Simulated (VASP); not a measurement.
# GaP (F-43m) in VASP: further runs

Runs on GaP. Level: PBE. Tasks: single point.

Everything below comes from runs of VASP 6.6.1. Logs are shortened: lines on timing, memory, paths and dates and some standing lists are left out, and cuts for length are marked.

**The experiment to reproduce.**

From “Stacking defects in GaP nanowires: Electronic structure and optical properties”, 2018, arxiv:1810.01194, for a bulk crystal of GaP at 10 K: band gap 2.34 eV (indirect).

How close the calculation comes is told below.

## (1) The cell of the first run

It takes space group F-43m (No. 216, cubic). The conventional cell has a = 5.505 Å, b = 5.505 Å, c = 5.505 Å, α = 90.00°, β = 90.00°, γ = 90.00°. Ga (site symmetry -43m) has 4 P at 2.38 Å within 3.1 Å. Within 3.1 Å of P (site symmetry -43m) lie 4 Ga at 2.38 Å.

## (2) Single point, PBE

INCAR reads:

```
PREC = Accurate ; ENCUT = 500
EDIFF = 1E-6 ; ISMEAR = 0
SIGMA = 0.02 ; LREAL = False
LASPH = True ; NELM = 120
ALGO = Normal ; ISIF = 2
LWAVE = False ; LCHARG = False
GGA = PE ; NBANDS = 16
GGA_COMPAT = False
```

KPOINTS reads:

```
regular mesh
0
Gamma
  8 8 8
```

POSCAR reads:

```
GaP
1.0
    0.0000000000      2.7525368159      2.7525368159
    2.7525368159      0.0000000000      2.7525368159
    2.7525368159      2.7525368159      0.0000000000
Ga P
1 1
Direct
    0.0000000000      0.0000000000      0.0000000000
    0.2500000000      0.2500000000      0.2500000000
```

Potentials or basis: VASP PAW PBE potentials, release 64 (Ga_d, P).

Started as:

```bash
$ cat potpaw_PBE.64/Ga_d/POTCAR potpaw_PBE.64/P/POTCAR > POTCAR
$ mpirun -np 1 vasp_std > vasp.out
```

OUTCAR:

```text
PREC = Accurate
   ENCUT = 500
   EDIFF = 1E-6
   ISMEAR = 0
   LREAL = False
   LASPH = True
   NELM = 120
   ISIF = 2
   GGA = PE

 ion  position               nearest neighbor table
   1  0.000  0.000  0.000-   2 2.38   2 2.38   2 2.38   2 2.38
   2  0.250  0.250  0.250-   1 2.38   1 2.38   1 2.38   1 2.38

  LATTYP: Found a face centered cubic cell.
 ALAT       =     5.5050736318

  Lattice vectors:

 A1 = (   0.0000000000,   2.7525368159,   2.7525368159)
 A2 = (   2.7525368159,   0.0000000000,   2.7525368159)
 A3 = (   2.7525368159,   2.7525368159,   0.0000000000)

Analysis of symmetry for initial positions (statically):
=====================================================================
 Subroutine PRICEL returns:
 Original cell was already a primitive cell.

 Routine SETGRP: Setting up the symmetry group for a
 face centered cubic supercell.

 Subroutine GETGRP returns: Found 24 space group operations
 (whereof 24 operations were pure point group operations)
 out of a pool of 48 trial point group operations.

The static configuration has the point symmetry T_d .

Analysis of symmetry for dynamics (positions and initial velocities):
=====================================================================
 Subroutine PRICEL returns:
 Original cell was already a primitive cell.

 Routine SETGRP: Setting up the symmetry group for a
 face centered cubic supercell.

 Subroutine GETGRP returns: Found 24 space group operations
 (whereof 24 operations were pure point group operations)
 out of a pool of 48 trial point group operations.

The dynamic configuration has the point symmetry T_d .

 Subroutine INISYM returns: Found 24 space group operations
 (whereof 24 operations are pure point group operations),
 and found     1 'primitive' translations

----------------------------------------------------------------------------------------

                                     Primitive cell

  volume of cell :      41.7090

  direct lattice vectors                    reciprocal lattice vectors
     0.000000000  2.752536816  2.752536816    -0.181650613  0.181650613  0.181650613
     2.752536816  0.000000000  2.752536816     0.181650613 -0.181650613  0.181650613
     2.752536816  2.752536816  0.000000000     0.181650613  0.181650613 -0.181650613

  length of vectors
     3.892674896  3.892674896  3.892674896     0.314628091  0.314628091  0.314628091

  position of ions in fractional coordinates (direct lattice)
     0.000000000  0.000000000  0.000000000
[... 72 lines left out ...]
   ISPIN  =      1    spin polarized calculation?
   LNONCOLLINEAR =      F non collinear calculations
   LSORBIT =      F    spin-orbit coupling
   LASPH  =      T    aspherical Exc in radial PAW
   ENCUT  =  500.0 eV  36.75 Ry    6.06 a.u.   7.10  7.10  7.10*2*pi/ulx,y,z
   NELM   =    120;   NELMIN=  2; NELMDL= -5     # of ELM steps
   EDIFF  = 0.1E-05   stopping-criterion for ELM
   LREAL  =      F    real-space projection
   EDIFFG = 0.1E-04   stopping-criterion for IOM
   NSW    =      0    number of steps for IOM
   IBRION =     -1    ionic relax: 0-MD 1-quasi-New 2-CG
   NFREE  =      0    steps in history (QN), initial steepest desc. (CG)
   ISIF   =      2    stress and relaxation
   ISYM   =      2    0-nonsym 1-usesym 2-fastsym
   POTIM  = 0.5000    time-step for ionic-motion
   TEBEG  =    0.0;   TEEND  =   0.0 temperature during run
   PSTRESS=    0.0 pullay stress
   NELECT =      18.0000    total number of electrons
   NUPDOWN=      -1.0000    fix difference up-down
   EMIN   =  10.00;   EMAX   =-10.00  energy-range for DOS
   EFERMI =   0.00;   METHOD = LEGACY
   ISMEAR =     0;   SIGMA  =   0.02  broadening in eV -4-tet -1-fermi 0-gaus
   EFERMI_NEDOS =   21; number of points for ismear=-14 and -15
   IALGO  =     38    algorithm
   IMIX   =      4    mixing-type and parameters
     AMIX     =   0.40;   BMIX     =  1.00
     AMIX_MAG =   1.60;   BMIX_MAG =  1.00
  volume/ion in A,a.u.               =      20.85       140.73
  Fermi-wavevector in a.u.,A,eV,Ry     =   1.237150  2.337875 20.824279  1.530541
  Thomas-Fermi vector in A             =   2.371730
   LORBIT       =      0    0 simple, 1 ext, 2 COOP (PROOUT), +10 PAW based schemes
   GGA     = PE    functional components
   LHFCALC =     F    Hartree Fock is set to
   AEXX    =    0.0000 exact exchange contribution
   IVDW    =     0    specifies the selected vdW correction
   LEPSILON=     F    determine dielectric tensor
   LRPA    =     F    only Hartree local field effects (RPA)
 non-spin polarized calculation
 Gauss-broadening in eV      SIGMA  =   0.02
  energy-cutoff  :      500.00
  volume of cell :       41.71
 maximum number of plane-waves:      1067
   NGX = 15   NGY = 15   NGZ = 15

 number of electron      18.0000010 magnetization

 Free energy of the ion-electron system (eV)
  ---------------------------------------------------
  ext. energy  EPLUGINS =         0.00000000
  ---------------------------------------------------
  free energy    TOTEN  =        -9.12545978 eV

  energy without entropy =       -9.12545978  energy(sigma->0) =       -9.12545978

 E-fermi :   4.5081     XC(G=0):  -9.6975

 val. band max:        4.3520150331   @ k =   0.0000   0.0000   0.0000
 cond. band min:       5.9320290055   @ k =   0.0000   0.0000   0.0000
 fundamental gap:      1.5800139725
 Fermi energy:         4.5080862129

 k-point     1 :       0.0000    0.0000    0.0000
  band No.  band energies     occupation
      1     -10.1517      2.00000
      2     -10.1517      2.00000
      3     -10.1517      2.00000
      4     -10.0608      2.00000
      5     -10.0608      2.00000
      6      -7.9190      2.00000
[... 433 lines left out ...]
      3     -10.1128      2.00000
      4     -10.0652      2.00000
      5     -10.0542      2.00000
      6      -5.5607      2.00000
[... 8 lines left out ...]
     15      16.2471      0.00000
     16      16.6890      0.00000

 [... further k-points ...]
[... 5 lines left out ...]
  --------------------------------------------------------------------------------------
  -------------------------------------------------------------------------------------
  Total       -0.0093763     -0.0093763     -0.0093763      0.0000000      0.0000000      0.0000000
  in kB       -0.3601755     -0.3601755     -0.3601755      0.0000000      0.0000000      0.0000000
  external PRESSURE =      -0.3601755 kB  Pullay stress =       0.0000000 kB

 VOLUME and BASIS-vectors are now :
 -----------------------------------------------------------------------------
  energy-cutoff  :      500.00
  volume of cell :       41.71
      direct lattice vectors                 reciprocal lattice vectors
     0.000000000  2.752536816  2.752536816    -0.181650613  0.181650613  0.181650613
     2.752536816  0.000000000  2.752536816     0.181650613 -0.181650613  0.181650613
     2.752536816  2.752536816  0.000000000     0.181650613  0.181650613 -0.181650613

 POSITION                                       TOTAL-FORCE (eV/Angst)
 -----------------------------------------------------------------------------------
      0.00000      0.00000      0.00000         0.000000      0.000000      0.000000
      1.37627      1.37627      1.37627        -0.000000     -0.000000     -0.000000
 -----------------------------------------------------------------------------------
    total drift:                                0.000001      0.000001      0.000001

  FREE ENERGIE OF THE ION-ELECTRON SYSTEM (eV)
  ---------------------------------------------------
  free  energy   TOTEN  =        -9.1254597798 eV

  energy  without entropy=       -9.1254597798  energy(sigma->0) =       -9.12545978
```

Run time: 14 s. Hardware: 1 thread of Intel Xeon 6975P-C (Granite Rapids), shared host; peak memory 0.15 GiB.

Results:

```yaml
Free_energy: -9.1255 eV
Pressure: 0.0 GPa
Band_gap_on_the_k_mesh: 1.58 eV, direct
```

Levels at points of the mesh, in eV from the valence-band top:
```csv
k point,band 7,band 8,band 9,band 10,band 11,band 12
"(0.00, 0.00, 0.00)",0.00,0.00,0.00,1.58,3.90,3.90
"(0.50, 0.00, 0.00)",-6.46,-1.07,-1.07,1.58,4.73,4.73
"(0.50, 0.50, 0.00)",-6.61,-2.58,-2.58,1.72,1.85,10.37
```

## (3) Single point, PBE

INCAR reads:

```
SYSTEM = GaP
PREC = Accurate
ENCUT = 500
EDIFF = 1E-6
ISMEAR = 0
SIGMA = 0.02
LREAL = .False.
LASPH = .True.
NELM = 120
ALGO = Normal
ISIF = 2
LWAVE = .False.
LCHARG = .False.
GGA = PE
NBANDS = 16
GGA_COMPAT = .False.
```

KPOINTS reads:

```
regular mesh
0
Gamma
  8 8 8
  0 0 0
```

POSCAR reads:

```
GaP
1.0
    0.0000000000      2.7525368100      2.7525368100
    2.7525368100      0.0000000000      2.7525368100
    2.7525368100      2.7525368100      0.0000000000
Ga P
1 1
Direct
    0.0000000000      0.0000000000      0.0000000000
    0.7500000000      0.7500000000      0.7500000000
```

Potentials or basis: VASP PAW PBE potentials, release 64 (Ga_d, P).

Started as:

```bash
$ cat potpaw_PBE.64/Ga_d/POTCAR potpaw_PBE.64/P/POTCAR > POTCAR
$ mpirun -np 1 vasp_std > vasp.out
```

Run time: 12 s. Hardware: 1 thread of Intel Xeon 6975P-C (Granite Rapids), shared host; peak memory 0.15 GiB.

Results (log left out):

```yaml
Free_energy: -9.1255 eV
Pressure: 0.0 GPa
Band_gap_on_the_k_mesh: 1.58 eV, direct
```

Levels at points of the mesh, in eV from the valence-band top:
```tsv
k point	band 5	band 6	band 7	band 8	band 9	band 10	band 11	band 12	band 13	band 14
(0.00, 0.00, 0.00)	-14.41	-12.27	0.00	0.00	0.00	1.58	3.90	3.90	3.90	8.68
(0.50, 0.00, 0.00)	-14.41	-10.30	-6.46	-1.07	-1.07	1.58	4.73	4.73	8.23	10.68
(0.50, 0.50, 0.00)	-14.39	-9.44	-6.61	-2.58	-2.58	1.72	1.85	10.37	10.37	10.93
```

## (4) Single point, PBE

INCAR reads:

```
SYSTEM = GaP
ALGO     = Normal         ! electronic algorithm
EDIFF    = 1E-6           ! SCF threshold, eV
ENCUT    = 500            ! plane-wave cutoff, eV
GGA      = PE             ! functional
GGA_COMPAT= .FALSE.      
ISIF     = 2              ! what is computed and relaxed
ISMEAR   = 0              ! smearing method
LASPH    = .TRUE.         ! aspherical terms in the spheres
LCHARG   = .FALSE.        ! write CHGCAR
LREAL    = .FALSE.        ! projectors in reciprocal space
LWAVE    = .FALSE.        ! write WAVECAR
NBANDS   = 16             ! bands
NELM     = 120            ! most SCF steps
PREC     = Accurate       ! precision mode
SIGMA    = 0.01           ! smearing width, eV
```

KPOINTS reads:

```
k-points
0
G
  8 8 8
  0 0 0
```

POSCAR reads:

```
GaP
1.0
    0.0000000000      2.7529168650      2.7529168650
    2.7529168650      0.0000000000      2.7529168650
    2.7529168650      2.7529168650      0.0000000000
Ga P
1 1
Direct
    0.0000000000      0.0000000000      0.0000000000
    0.2500000000      0.2500000000      0.2500000000
```

Started as:

```bash
$ cat potpaw_PBE.64/Ga_d/POTCAR potpaw_PBE.64/P/POTCAR > POTCAR
$ mpirun -np 1 vasp_std > vasp.out
```

Run time: 12 s. Hardware: 1 thread of Intel Xeon 6975P-C (Granite Rapids), shared host; peak memory 0.15 GiB.

The run converged. Its results:

```
Free energy            : -9.1255 eV
Pressure               : -0.1 GPa
Band gap on the k mesh : 1.58 eV, direct
```

Levels at points of the mesh, in eV from the valence-band top:
| k point | band 6 | band 7 | band 8 | band 9 | band 10 | band 11 | band 12 | band 13 |
| --- | --- | --- | --- | --- | --- | --- | --- | --- |
| (0.00, 0.00, 0.00) | -12.27 | 0.00 | 0.00 | 0.00 | 1.58 | 3.90 | 3.90 | 3.90 |
| (0.50, 0.00, 0.00) | -10.30 | -6.46 | -1.07 | -1.07 | 1.58 | 4.73 | 4.73 | 8.22 |
| (0.50, 0.50, 0.00) | -9.44 | -6.61 | -2.58 | -2.58 | 1.72 | 1.85 | 10.37 | 10.37 |

A k mesh can miss the band edges.

## (5) Single point, PBE

INCAR reads:

```
SYSTEM = GaP
PREC = Accurate
ENCUT = 500
EDIFF = 1E-6
ISMEAR = 0
SIGMA = 0.02
LREAL = .False.
LASPH = .True.
NELM = 120
ALGO = Normal
ISIF = 2
LWAVE = .False.
LCHARG = .False.
GGA = PE
NBANDS = 16
GGA_COMPAT = .False.
```

KPOINTS reads:

```
regular mesh
0
Gamma
  8 8 8
  0 0 0
```

POSCAR reads:

```
GaP
1.0
    0.0000000000      2.7526493119      2.7526493119
    2.7526493119      0.0000000000      2.7526493119
    2.7526493119      2.7526493119      0.0000000000
Ga P
1 1
Direct
    0.0000000000      0.0000000000      0.0000000000
    0.2500000000      0.2500000000      0.2500000000
```

Started as:

```bash
$ cat potpaw_PBE.64/Ga_d/POTCAR potpaw_PBE.64/P/POTCAR > POTCAR
$ mpirun -np 1 vasp_std > vasp.out
```

It took 12 s on 1 thread of Intel Xeon 6975P-C (Granite Rapids), shared host; peak memory 0.15 GiB.

The run converged. Its results:

- Free energy: -9.1255 eV
- Pressure: 0.0 GPa
- Band gap on the k mesh: 1.58 eV, direct

Levels at points of the mesh, in eV from the valence-band top:
| k point | band 5 | band 6 | band 7 | band 8 | band 9 | band 10 | band 11 | band 12 | band 13 | band 14 |
| --- | --- | --- | --- | --- | --- | --- | --- | --- | --- | --- |
| (0.00, 0.00, 0.00) | -14.41 | -12.27 | 0.00 | 0.00 | 0.00 | 1.58 | 3.90 | 3.90 | 3.90 | 8.68 |
| (0.50, 0.00, 0.00) | -14.41 | -10.30 | -6.46 | -1.07 | -1.07 | 1.58 | 4.73 | 4.73 | 8.23 | 10.68 |
| (0.50, 0.50, 0.00) | -14.39 | -9.44 | -6.61 | -2.58 | -2.58 | 1.72 | 1.85 | 10.37 | 10.37 | 10.92 |

A k mesh can miss the band edges. PBE gaps usually lie below the measured ones, often by a third to a half.

## (6) Against experiment

Step 2. A measured gap of GaP is 2.34 eV (indirect; 10 K; quoted in “Stacking defects in GaP nanowires: Electronic structure and optical properties”, 2018, arxiv:1810.01194); the calculated 1.58 eV misses it by -0.76 eV. Spin-orbit coupling on Ga is left out. The value is that of PBE on a finite k mesh, which can miss the band edges, without temperature or zero-point motion. Semilocal functionals fall short of measured gaps as a rule.

Step 3. A measured gap of GaP is 2.34 eV (indirect; 10 K; quoted in “Stacking defects in GaP nanowires: Electronic structure and optical properties”, 2018, arxiv:1810.01194); the calculated 1.58 eV misses it by -0.76 eV. Spin-orbit coupling on Ga is left out. The value is that of PBE on a finite k mesh, which can miss the band edges, without temperature or zero-point motion. Semilocal functionals fall short of measured gaps as a rule.
